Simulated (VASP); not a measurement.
# TiSi2 (P-1) in VASP: single point with PBE

Aim: the single point of TiSi2 with PBE.

Program: VASP 6.6.1. These are calculated values, not measurements. Logs are shortened: lines on timing, memory, paths and dates and some standing lists are left out, and cuts for length are marked.

### Step 1. The cell of the first run

The typed cell holds 6 atoms: a = 5.772 Å, b = 4.761 Å, c = 4.781 Å, α = 76.18°, β = 54.34°, γ = 51.17°.

### Step 2. Single point, PBE (biaxial strain in the a-b plane: -3.0 %)

INCAR reads:

```
ALGO = Normal
EDIFF = 1E-6
ENCUT = 520
GGA = PE
ISIF = 2
ISMEAR = 0
LASPH = True
LCHARG = True
LELF = True
LREAL = False
LVHAR = True
LWAVE = False
NBANDS = 29
NELM = 100
PREC = Accurate
SIGMA = 0.1
```

KPOINTS reads:

```
k-points
0
Gamma
  10 10 10
```

POSCAR reads:

```
TiSi2
1.0
    0.0000000000      4.0111256920      4.1512096771
    2.3317528434      0.0000000000      4.1512096771
    2.4713227899      4.0922606763     -0.0783970565
Ti Si
2 4
Direct
    0.7497688266      0.7511435990      0.7476560181
    0.5002311734      0.4988564010      0.5023439819
    0.0857852600      0.4143694598      0.0850181964
    0.4128144719      0.0869825211      0.4114032814
    0.1642147400      0.8356305402      0.1649818036
    0.8371855281      0.1630174789      0.8385967186
```

Potentials or basis: VASP PAW PBE potentials, release 64 (Ti_sv, Si).

Run with:

```sh
cat potpaw_PBE.64/Ti_sv/POTCAR potpaw_PBE.64/Si/POTCAR > POTCAR
mpirun -np 1 vasp_std > vasp.out
```

OUTCAR:

```text
EDIFF = 1E-6
   ENCUT = 520
   GGA = PE
   ISIF = 2
   ISMEAR = 0
   LASPH = True
   LREAL = False
   NELM = 100
   PREC = Accurate

 ion  position               nearest neighbor table
   1  0.750  0.751  0.748-   6 2.49   6 2.49   5 2.53   5 2.56   4 2.70   3 2.70   4 2.73   3 2.73
                             3 2.78   4 2.78
   2  0.500  0.499  0.502-   4 2.49   4 2.49   3 2.53   3 2.56   6 2.70   5 2.70   6 2.73   5 2.73
                             5 2.78   6 2.78
   3  0.086  0.414  0.085-   5 2.47   5 2.47   2 2.53   2 2.56   4 2.65   1 2.70   1 2.73   4 2.74
                             1 2.78   4 2.83   6 3.11   6 3.12   6 3.14
   4  0.413  0.087  0.411-   2 2.49   2 2.49   6 2.51   6 2.54   3 2.65   1 2.70   1 2.73   3 2.74
                             1 2.78   3 2.83   5 3.11   5 3.12   5 3.14
   5  0.164  0.836  0.165-   3 2.47   3 2.47   1 2.53   1 2.56   6 2.65   2 2.70   2 2.73   6 2.74
                             2 2.78   6 2.83   4 3.11   4 3.12   4 3.14
   6  0.837  0.163  0.839-   1 2.49   1 2.49   4 2.51   4 2.54   5 2.65   2 2.70   2 2.73   5 2.74
                             2 2.78   5 2.83   3 3.11   3 3.12   3 3.14

  Warning from LATTYP: Got some problem with cell dimensions!
  Tried to take original basis but could not verify dimensions!
  LATTYP: Found a triclinic cell.
 ALAT       =     7.7721215458
 B/A-ratio  =     0.6303743559
 C/A-ratio  =     1.4996986906
 COS(alpha) =     0.0305857659
 COS(beta)  =     0.5839905729
 COS(gamma) =     0.8081934328

  Lattice vectors:

 A1 = (  -4.9426455798,  -4.1733956606,   4.3080037901)
 A2 = (  -2.4713227899,  -0.0811349843,   4.2296067336)
 A3 = (  -7.2743984232,  -8.1845213526,  -3.9944155641)

Analysis of symmetry for initial positions (statically):
=====================================================================
 Subroutine PRICEL returns:
 Original cell was already a primitive cell.

 Routine SETGRP: Setting up the symmetry group for a
 triclinic supercell.

 Subroutine GETGRP returns: Found  2 space group operations
 (whereof  1 operations were pure point group operations)
 out of a pool of  2 trial point group operations.

The static configuration has the point symmetry C_1 .
 The point group associated with its full space group is S_2 .

Analysis of symmetry for dynamics (positions and initial velocities):
=====================================================================
 Subroutine PRICEL returns:
 Original cell was already a primitive cell.

 Routine SETGRP: Setting up the symmetry group for a
 triclinic supercell.

 Subroutine GETGRP returns: Found  2 space group operations
 (whereof  1 operations were pure point group operations)
 out of a pool of  2 trial point group operations.

The dynamic configuration has the point symmetry C_1 .
 The point group associated with its full space group is S_2 .

 Subroutine INISYM returns: Found  2 space group operations
 (whereof  1 operations are pure point group operations),
 and found     1 'primitive' translations

----------------------------------------------------------------------------------------

                                     Primitive cell

  volume of cell :      81.4947

  direct lattice vectors                    reciprocal lattice vectors
     0.000000000  4.011125692  4.151209677    -0.208453151  0.128128314  0.117089057
     2.331752843  0.000000000  4.151209677     0.212311811 -0.125885193  0.121637154
     2.471322790  4.092260676 -0.078397057     0.204320266  0.118775725 -0.114767598

  length of vectors
     5.772492625  4.761261714  4.781232046     0.271255283  0.275170827  0.262728083

  position of ions in fractional coordinates (direct lattice)
     0.749768827  0.751143599  0.747656018
     0.500231173  0.498856401  0.502343982
     0.085785260  0.414369460  0.085018196
     0.412814472  0.086982521  0.411403281
     0.164214740  0.835630540  0.164981804
     0.837185528  0.163017479  0.838596719

  ion indices of the primitive-cell ions
   primitive index   ion index
                 1           1
                 2           2
                 3           3
                 4           4
                 5           5
                 6           6

----------------------------------------------------------------------------------------

 KPOINTS: k-points

Automatic generation of k-mesh.
 Grid dimensions read from file:
 generate k-points for:   10   10   10

 Generating k-lattice:

  Cartesian coordinates                     Fractional coordinates (reciprocal lattice)
    -0.020845315  0.012812831  0.011708906     0.100000000  0.000000000  0.000000000
     0.021231181 -0.012588519  0.012163715     0.000000000  0.100000000  0.000000000
     0.020432027  0.011877572 -0.011476760    -0.000000000 -0.000000000  0.100000000

  Length of vectors
     0.027125528  0.027517083  0.026272808

  Shift w.r.t. Gamma in fractional coordinates (k-lattice)
     0.000000000  0.000000000  0.000000000

 Subroutine IBZKPT returns following result:
 ===========================================

 Found    504 irreducible k-points:

 Following reciprocal coordinates:
            Coordinates               Weight
  0.000000  0.000000  0.000000      1.000000
  0.100000  0.000000  0.000000      2.000000
  0.200000  0.000000  0.000000      2.000000
  0.300000  0.000000 -0.000000      2.000000
  0.400000  0.000000 -0.000000      2.000000
  0.500000  0.000000  0.000000      1.000000
[... 16 lines left out ...]
 -0.400000  0.200000  0.000000      2.000000
 -0.300000  0.200000  0.000000      2.000000
 [... further k-points ...]
   k-points           NKPTS =    504   k-points in BZ     NKDIM =    504   number of bands    NBANDS=     29
   number of dos      NEDOS =    301   number of ions     NIONS =      6
   total plane-waves  NPLWV =  62208
   dimension x,y,z NGX =    48 NGY =   36 NGZ =   36
   dimension x,y,z NGXF=    96 NGYF=   72 NGZF=   72
   ions per type =               2   4
   NGX,Y,Z   is equivalent  to a cutoff of  13.82, 12.57, 12.52 a.u.
   NGXF,Y,Z  is equivalent  to a cutoff of  27.65, 25.14, 25.03 a.u.
 SYSTEM =  unknown system
   PREC   = accura    normal or accurate (medium, high low for compatibility)
   ISTART =      0    job   : 0-new  1-cont  2-samecut
   ICHARG =      2    charge: 1-file 2-atom 10-const
   ISPIN  =      1    spin polarized calculation?
   LNONCOLLINEAR =      F non collinear calculations
   LSORBIT =      F    spin-orbit coupling
   LASPH  =      T    aspherical Exc in radial PAW
   ENCUT  =  520.0 eV  38.22 Ry    6.18 a.u.  10.73  8.85  8.89*2*pi/ulx,y,z
   NELM   =    100;   NELMIN=  2; NELMDL= -5     # of ELM steps
   EDIFF  = 0.1E-05   stopping-criterion for ELM
   LREAL  =      F    real-space projection
   EDIFFG = 0.1E-04   stopping-criterion for IOM
   NSW    =      0    number of steps for IOM
   IBRION =     -1    ionic relax: 0-MD 1-quasi-New 2-CG
   NFREE  =      0    steps in history (QN), initial steepest desc. (CG)
   ISIF   =      2    stress and relaxation
   ISYM   =      2    0-nonsym 1-usesym 2-fastsym
   POTIM  = 0.5000    time-step for ionic-motion
   TEBEG  =    0.0;   TEEND  =   0.0 temperature during run
   PSTRESS=    0.0 pullay stress
   NELECT =      40.0000    total number of electrons
   NUPDOWN=      -1.0000    fix difference up-down
   EMIN   =  10.00;   EMAX   =-10.00  energy-range for DOS
   EFERMI =   0.00;   METHOD = LEGACY
   ISMEAR =     0;   SIGMA  =   0.10  broadening in eV -4-tet -1-fermi 0-gaus
   EFERMI_NEDOS =   21; number of points for ismear=-14 and -15
   IALGO  =     38    algorithm
   IMIX   =      4    mixing-type and parameters
     AMIX     =   0.40;   BMIX     =  1.00
     AMIX_MAG =   1.60;   BMIX_MAG =  1.00
  volume/ion in A,a.u.               =      13.58        91.66
  Fermi-wavevector in a.u.,A,eV,Ry     =   1.291373  2.440341 22.689673  1.667644
  Thomas-Fermi vector in A             =   2.423147
   LORBIT       =      0    0 simple, 1 ext, 2 COOP (PROOUT), +10 PAW based schemes
   GGA     = PE    functional components
   LHFCALC =     F    Hartree Fock is set to
   AEXX    =    0.0000 exact exchange contribution
   IVDW    =     0    specifies the selected vdW correction
   LEPSILON=     F    determine dielectric tensor
   LRPA    =     F    only Hartree local field effects (RPA)
 non-spin polarized calculation
 Gauss-broadening in eV      SIGMA  =   0.10
  energy-cutoff  :      520.00
  volume of cell :       81.49
 maximum number of plane-waves:      2220
 NGX is ok and might be reduce to    48
   NGX = 21   NGY = 17   NGZ = 17

 number of electron      40.0000000 magnetization

 Free energy of the ion-electron system (eV)
  ---------------------------------------------------
  ext. energy  EPLUGINS =         0.00000000
  ---------------------------------------------------
  free energy    TOTEN  =       -40.53133815 eV

  energy without entropy =      -40.52076641  energy(sigma->0) =      -40.52605228

 E-fermi :  10.5376     XC(G=0): -11.8653

 val. band max:       10.5371583478   @ k =   0.4000   0.0000   0.2000
 cond. band min:      10.5439942610   @ k =   0.2000  -0.2000   0.2000
 fundamental gap:      0.0068359132
 Fermi energy:        10.5376450676

 k-point     1 :       0.0000    0.0000    0.0000
  band No.  band energies     occupation
      1     -45.6257      2.00000
      2     -45.5907      2.00000
      3     -22.0223      2.00000
      4     -22.0101      2.00000
      5     -21.9366      2.00000
      6     -21.9330      2.00000
[... 21 lines left out ...]
     28      14.4160      0.00000
     29      14.5433      0.00000

 k-point     2 :       0.1000    0.0000    0.0000
  band No.  band energies     occupation
      1     -45.6250      2.00000
      2     -45.5914      2.00000
      3     -22.0217      2.00000
      4     -22.0103      2.00000
      5     -21.9391      2.00000
      6     -21.9316      2.00000
[... 696 lines left out ...]
 k-point    24 :      -0.3000    0.2000    0.0000
  band No.  band energies     occupation
      1     -45.6159      2.00000
      2     -45.6002      2.00000
      3     -22.0247      2.00000
      4     -22.0081      2.00000
      5     -21.9627      2.00000
      6     -21.9169      2.00000
[... 21 lines left out ...]
     28      14.8380      0.00000
     29      14.8566      0.00000

 [... further k-points ...]

------------------------ aborting loop because EDIFF is reached ----------------------------------------

  FORCE on cell =-STRESS in cart. coord.  units (eV):
  Direction    XX          YY          ZZ          XY          YZ          ZX
  --------------------------------------------------------------------------------------
  -------------------------------------------------------------------------------------
  Total        1.6769955      3.8725811      5.3848813     -2.1896162      0.8814156      2.5791298
  in kB       32.9695478     76.1345189    105.8661752    -43.0476146     17.3285333     50.7054086
  external PRESSURE =      71.6567473 kB  Pullay stress =       0.0000000 kB

 VOLUME and BASIS-vectors are now :
 -----------------------------------------------------------------------------
  energy-cutoff  :      520.00
  volume of cell :       81.49
      direct lattice vectors                 reciprocal lattice vectors
     0.000000000  4.011125692  4.151209677    -0.208453151  0.128128314  0.117089057
     2.331752843  0.000000000  4.151209677     0.212311811 -0.125885193  0.121637154
     2.471322790  4.092260676 -0.078397057     0.204320266  0.118775725 -0.114767598

 POSITION                                       TOTAL-FORCE (eV/Angst)
 -----------------------------------------------------------------------------------
      3.59918      6.06702      6.17199        -0.085460     -0.172680      0.137097
      2.40466      4.06221      4.10804         0.085460      0.172680     -0.137097
      1.17631      0.69201      2.06958        -0.046809     -0.107531      0.071893
      1.21953      3.33942      2.04251        -0.046650     -0.058339      0.023795
      2.35621      1.33383      4.13763         0.046809      0.107531     -0.071893
      2.45256      6.78981      4.08631         0.046650      0.058339     -0.023795
 -----------------------------------------------------------------------------------
    total drift:                               -0.000000     -0.000000      0.000000

  FREE ENERGIE OF THE ION-ELECTRON SYSTEM (eV)
  ---------------------------------------------------
  free  energy   TOTEN  =       -40.5313381526 eV

  energy  without entropy=      -40.5207664062  energy(sigma->0) =      -40.52605228
```

It took 46 min on 1 thread of Oxide Virtual Turin-like, shared host; peak memory 0.93 GiB.

What came out:

| Quantity | Value |
| --- | --- |
| Free energy | -40.5313 eV |
| Pressure | 7.2 GPa |
| Largest force | 0.236 eV/Å |
| Band gap on the k mesh | zero (bands 20 and 21 overlap by 1.90 eV) |

Forces on the atoms (eV/Å):
```
Ti  -0.085 -0.173  0.137
Ti   0.085  0.173 -0.137
Si  -0.047 -0.108  0.072
Si  -0.047 -0.058  0.024
Si   0.047  0.108 -0.072
Si   0.047  0.058 -0.024
```

Caveat: the cell differs from its parent crystal (biaxial strain in the a-b plane: -3.0 %); the cell stands under pressure.
